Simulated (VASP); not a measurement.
# BaTiO3 (P4mm) in VASP: a series of runs

The runs below take BaTiO3 through single point, with PBEsol.

Everything below comes from runs of VASP 6.6.1. Logs are shortened: lines on timing, memory, paths and dates and some standing lists are left out, and cuts for length are marked.

### 1 The cell of the first run

It takes space group P4mm (No. 99, tetragonal). Conventional cell: a = 3.955 Å, b = 3.955 Å, c = 4.226 Å, α = 90.00°, β = 90.00°, γ = 90.00°. Within 3.7 Å of Ba (site symmetry 4mm) lie 12 O at 2.79 to 3.00 Å and 8 Ti at 3.47 to 3.55 Å. Within 2.4 Å of Ti (site symmetry 4mm) lie 5 O at 1.80 to 1.99 Å. Within 2.6 Å of O (site symmetry 2mm) lie 2 Ti at 1.99 Å. Within 2.4 Å of O (site symmetry 4mm) lie 1 Ti at 1.80 Å.

### 2 Single point, PBEsol (strain along c alone, the other axes held: +4.5 %, then relaxed in part)

The input, INCAR:

```
PREC     = Accurate       # precision mode
ENCUT    = 520            # plane-wave cutoff, eV
EDIFF    = 1E-7           # SCF threshold, eV
ISMEAR   = 0              # smearing method
SIGMA    = 0.02           # smearing width, eV
LREAL    = False          # projectors in reciprocal space
LASPH    = True           # aspherical terms in the spheres
NELM     = 80             # most SCF steps
ALGO     = Normal         # electronic algorithm
ISIF     = 2              # what is computed and relaxed
LWAVE    = False          # write WAVECAR
LCHARG   = True           # write CHGCAR
GGA      = PS             # functional
LELF     = True           # ELF
LVHAR    = True         
NBANDS   = 28             # bands
```

The input, KPOINTS:

```
regular mesh
0
Gamma
  8 8 8
```

The input, POSCAR:

```
BaTiO3
1.0
    3.9554885124      0.0000000000      0.0000000000
    0.0000000000      3.9554885124      0.0000000000
    0.0000000000      0.0000000000      4.2260213920
Ba Ti O
1 1 3
Direct
    0.5000000000      0.5000000000      0.5944257267
    0.0000000000      0.0000000000      0.1103070027
    0.0000000000      0.5000000000      0.0591220603
    0.5000000000      0.0000000000      0.0591220603
    0.0000000000      0.0000000000      0.5370201399
```

Potentials or basis: VASP PAW PBE potentials, release 64 (Ba_sv, Ti_sv, O).

Run with:

```
> cat potpaw_PBE.64/Ba_sv/POTCAR potpaw_PBE.64/Ti_sv/POTCAR potpaw_PBE.64/O/POTCAR > POTCAR
> mpirun -np 1 vasp_std > vasp.out
```

OUTCAR:

```text
PREC = Accurate
   ENCUT = 520
   EDIFF = 1E-7
   ISMEAR = 0
   LREAL = False
   LASPH = True
   NELM = 80
   ISIF = 2
   GGA = PS

 ion  position               nearest neighbor table
   1  0.500  0.500  0.594-   3 2.79   4 2.79   4 2.79   3 2.79   5 2.81   5 2.81   5 2.81   5 2.81
                             3 3.00   4 3.00   3 3.00   4 3.00   2 3.47   2 3.47   2 3.47   2 3.47
   2  0.000  0.000  0.110-   5 1.80   4 1.99   3 1.99   3 1.99   4 1.99   5 2.42   1 3.47   1 3.47
                             1 3.47   1 3.47   1 3.55   1 3.55   1 3.55   1 3.55
   3  0.000  0.500  0.059-   2 1.99   2 1.99   1 2.79   1 2.79   1 3.00   1 3.00
   4  0.500  0.000  0.059-   2 1.99   2 1.99   1 2.79   1 2.79   1 3.00   1 3.00
   5  0.000  0.000  0.537-   2 1.80   2 2.42   1 2.81   1 2.81   1 2.81   1 2.81

  LATTYP: Found a simple tetragonal cell.
 ALAT       =     3.9554885124
 C/A-ratio  =     1.0683943029

  Lattice vectors:

 A1 = (   3.9554885124,   0.0000000000,   0.0000000000)
 A2 = (   0.0000000000,   3.9554885124,   0.0000000000)
 A3 = (   0.0000000000,   0.0000000000,   4.2260213920)

Analysis of symmetry for initial positions (statically):
=====================================================================
 Subroutine PRICEL returns:
 Original cell was already a primitive cell.

 Routine SETGRP: Setting up the symmetry group for a
 simple tetragonal supercell.

 Subroutine GETGRP returns: Found  8 space group operations
 (whereof  8 operations were pure point group operations)
 out of a pool of 16 trial point group operations.

The static configuration has the point symmetry C_4v.

Analysis of symmetry for dynamics (positions and initial velocities):
=====================================================================
 Subroutine PRICEL returns:
 Original cell was already a primitive cell.

 Routine SETGRP: Setting up the symmetry group for a
 simple tetragonal supercell.

 Subroutine GETGRP returns: Found  8 space group operations
 (whereof  8 operations were pure point group operations)
 out of a pool of 16 trial point group operations.

The dynamic configuration has the point symmetry C_4v.

 Subroutine INISYM returns: Found  8 space group operations
 (whereof  8 operations are pure point group operations),
 and found     1 'primitive' translations

----------------------------------------------------------------------------------------

[... 94 lines left out ...]
   LSORBIT =      F    spin-orbit coupling
   LASPH  =      T    aspherical Exc in radial PAW
   ENCUT  =  520.0 eV  38.22 Ry    6.18 a.u.   7.35  7.35  7.86*2*pi/ulx,y,z
   NELM   =     80;   NELMIN=  2; NELMDL= -5     # of ELM steps
   EDIFF  = 0.1E-06   stopping-criterion for ELM
   LREAL  =      F    real-space projection
   EDIFFG = 0.1E-05   stopping-criterion for IOM
   NSW    =      0    number of steps for IOM
   IBRION =     -1    ionic relax: 0-MD 1-quasi-New 2-CG
   NFREE  =      0    steps in history (QN), initial steepest desc. (CG)
   ISIF   =      2    stress and relaxation
   ISYM   =      2    0-nonsym 1-usesym 2-fastsym
   POTIM  = 0.5000    time-step for ionic-motion
   TEBEG  =    0.0;   TEEND  =   0.0 temperature during run
   PSTRESS=    0.0 pullay stress
   NELECT =      40.0000    total number of electrons
   NUPDOWN=      -1.0000    fix difference up-down
   EMIN   =  10.00;   EMAX   =-10.00  energy-range for DOS
   EFERMI =   0.00;   METHOD = LEGACY
   ISMEAR =     0;   SIGMA  =   0.02  broadening in eV -4-tet -1-fermi 0-gaus
   EFERMI_NEDOS =   21; number of points for ismear=-14 and -15
   IALGO  =     38    algorithm
   IMIX   =      4    mixing-type and parameters
     AMIX     =   0.40;   BMIX     =  1.00
     AMIX_MAG =   1.60;   BMIX_MAG =  1.00
  volume/ion in A,a.u.               =      13.22        89.24
  Fermi-wavevector in a.u.,A,eV,Ry     =   1.384578  2.616474 26.083144  1.917057
  Thomas-Fermi vector in A             =   2.509069
   LORBIT       =      0    0 simple, 1 ext, 2 COOP (PROOUT), +10 PAW based schemes
   GGA     = PS    functional components
   LHFCALC =     F    Hartree Fock is set to
   AEXX    =    0.0000 exact exchange contribution
   IVDW    =     0    specifies the selected vdW correction
   LEPSILON=     F    determine dielectric tensor
   LRPA    =     F    only Hartree local field effects (RPA)
 non-spin polarized calculation
 Gauss-broadening in eV      SIGMA  =   0.02
  energy-cutoff  :      520.00
  volume of cell :       66.12
 maximum number of plane-waves:      1815
 NGX is ok and might be reduce to    30
   NGX = 15   NGY = 15   NGZ = 15

 number of electron      39.9999988 magnetization

 Free energy of the ion-electron system (eV)
  ---------------------------------------------------
  ext. energy  EPLUGINS =         0.00000000
  ---------------------------------------------------
  free energy    TOTEN  =       -41.97727161 eV

  energy without entropy =      -41.97727161  energy(sigma->0) =      -41.97727161

 E-fermi :   3.8473     XC(G=0): -11.3256

 val. band max:        3.7049961540   @ k =   0.5000   0.5000   0.5000
 cond. band min:       5.4803307613   @ k =   0.0000   0.0000   0.0000
 fundamental gap:      1.7753346073
 Fermi energy:         3.8472713420

 k-point     1 :       0.0000    0.0000    0.0000
  band No.  band energies     occupation
      1     -52.6393      2.00000
      2     -29.1098      2.00000
      3     -28.9553      2.00000
      4     -28.9553      2.00000
      5     -21.4471      2.00000
      6     -13.2894      2.00000
[... 733 lines left out ...]
     27      11.2341      0.00000
     28      12.0034      0.00000

 [... further k-points ...]
[... 5 lines left out ...]
  --------------------------------------------------------------------------------------
  -------------------------------------------------------------------------------------
  Total       -0.7792565     -0.7792565     -1.1060213      0.0000000      0.0000000      0.0000000
  in kB      -18.8824823    -18.8824823    -26.8004527      0.0000000      0.0000000      0.0000000
  external PRESSURE =     -21.5218058 kB  Pullay stress =       0.0000000 kB

 VOLUME and BASIS-vectors are now :
 -----------------------------------------------------------------------------
  energy-cutoff  :      520.00
  volume of cell :       66.12
      direct lattice vectors                 reciprocal lattice vectors
     3.955488512  0.000000000  0.000000000     0.252813274  0.000000000  0.000000000
     0.000000000  3.955488512  0.000000000     0.000000000  0.252813274  0.000000000
     0.000000000  0.000000000  4.226021392     0.000000000  0.000000000  0.236629186

 POSITION                                       TOTAL-FORCE (eV/Angst)
 -----------------------------------------------------------------------------------
      1.97774      1.97774      2.51206        -0.000000      0.000000     -0.058311
      0.00000      0.00000      0.46616        -0.000000     -0.000000     -0.083337
      0.00000      1.97774      0.24985        -0.000000      0.000000      0.031532
      1.97774      0.00000      0.24985         0.000000      0.000000      0.031532
      0.00000      0.00000      2.26946        -0.000000     -0.000000      0.078585
 -----------------------------------------------------------------------------------
    total drift:                                0.000000      0.000000     -0.000105

  FREE ENERGIE OF THE ION-ELECTRON SYSTEM (eV)
  ---------------------------------------------------
  free  energy   TOTEN  =       -41.9772716107 eV

  energy  without entropy=      -41.9772716107  energy(sigma->0) =      -41.97727161
```

Run time: 2.2 min. Hardware: 1 thread of Intel Xeon Platinum 8559C (Emerald Rapids), shared host; peak memory 0.27 GiB.

What came out:

- Free energy: -41.9773 eV
- Pressure: -2.2 GPa
- Largest force: 0.083 eV/Å
- Band gap on the k mesh: 1.78 eV, indirect (least direct gap 2.38 eV)

Forces in eV/Å, atoms in the order of the input:
```
Ba   0.000  0.000 -0.058
Ti   0.000  0.000 -0.083
O    0.000  0.000  0.032
O    0.000  0.000  0.032
O    0.000  0.000  0.079
```

Caveat: the cell differs from its parent crystal (strain along c alone, the other axes held: +4.5 %, then relaxed in part); the PAW data sets were made with another functional, which shifts forces and pressure a little; spin-orbit coupling is left out, which moves the levels of the heavy elements. A k mesh can miss the band edges.

### 3 Single point, PBEsol (biaxial strain in the a-b plane: -4.5 %, then relaxed in part)

The input, INCAR:

```
SYSTEM = BaTiO3
PREC = Accurate ; ENCUT = 520
EDIFF = 1E-6 ; ISMEAR = 0
SIGMA = 0.02 ; LREAL = .False.
LASPH = .True. ; NELM = 60
ALGO = Normal ; ISIF = 2
LWAVE = .False. ; LCHARG = .False.
GGA = PS ; NBANDS = 28
```

The input, KPOINTS:

```
Automatic mesh
0
Gamma
  8 8 8
  0 0 0
```

The input, POSCAR:

```
BaTiO3
1.0
    3.7774915295      0.0000000000      0.0000000000
    0.0000000000      3.7774915295      0.0000000000
    0.0000000000      0.0000000000      4.5279776229
Ba Ti O
1 1 3
Direct
    0.5000000000      0.5000000000      0.6187568033
    0.0000000000      0.0000000000      0.1258011041
    0.0000000000      0.5000000000      0.0474738915
    0.5000000000      0.0000000000      0.0474738915
    0.0000000000      0.0000000000      0.5204912997
```

Potentials or basis: VASP PAW PBE potentials, release 64 (Ba_sv, Ti_sv, O).

Run with:

```
> cat potpaw_PBE.64/Ba_sv/POTCAR potpaw_PBE.64/Ti_sv/POTCAR potpaw_PBE.64/O/POTCAR > POTCAR
> mpirun -np 1 vasp_std > vasp.out
```

Wall time 60 s (1 thread of Intel Xeon 6975P-C (Granite Rapids), shared host); peak memory 0.27 GiB.

The run converged. Its results:

- Free energy: -41.7495 eV
- Pressure: 8.5 GPa
- Largest force: 0.118 eV/Å
- Band gap on the k mesh: 1.90 eV, indirect (least direct gap 2.77 eV)

Forces in eV/Å, atoms in the order of the input:
```
Ba   0.000  0.000 -0.118
Ti   0.000  0.000 -0.062
O    0.000  0.000  0.066
O    0.000  0.000  0.066
O    0.000  0.000  0.048
```

Stress tensor (GPa, compression positive):
```
11.79  0.00  0.00
 0.00 11.79  0.00
 0.00  0.00  1.85
```

Levels at points of the mesh, in eV from the valence-band top:
| k point | band 16 | band 17 | band 18 | band 19 | band 20 | band 21 | band 22 | band 23 | band 24 | band 25 |
| --- | --- | --- | --- | --- | --- | --- | --- | --- | --- | --- |
| (0.00, 0.00, 0.00) | -2.11 | -2.09 | -2.01 | -0.88 | -0.88 | 1.90 | 3.25 | 3.25 | 3.60 | 4.61 |
| (0.50, 0.00, 0.00) | -2.56 | -2.55 | -2.54 | -2.22 | -2.04 | 3.26 | 3.64 | 3.70 | 4.19 | 5.94 |
| (0.50, 0.50, 0.00) | -3.77 | -2.55 | -1.11 | -1.11 | -0.02 | 3.26 | 3.79 | 3.79 | 4.37 | 7.73 |
| (0.00, 0.00, 0.50) | -2.54 | -2.42 | -2.42 | -0.80 | -0.80 | 1.98 | 3.68 | 3.68 | 4.72 | 5.19 |
| (0.50, 0.00, 0.50) | -2.98 | -2.19 | -1.91 | -1.63 | -1.20 | 3.53 | 3.69 | 3.81 | 5.37 | 6.31 |
| (0.50, 0.50, 0.50) | -2.76 | -2.76 | -1.27 | -1.27 | 0.00 | 3.86 | 3.86 | 4.30 | 5.25 | 6.20 |

Caveat: the cell differs from its parent crystal (biaxial strain in the a-b plane: -4.5 %, then relaxed in part); the PAW data sets were made with another functional, which shifts forces and pressure a little; spin-orbit coupling is left out, which moves the levels of the heavy elements. A k mesh can miss the band edges.
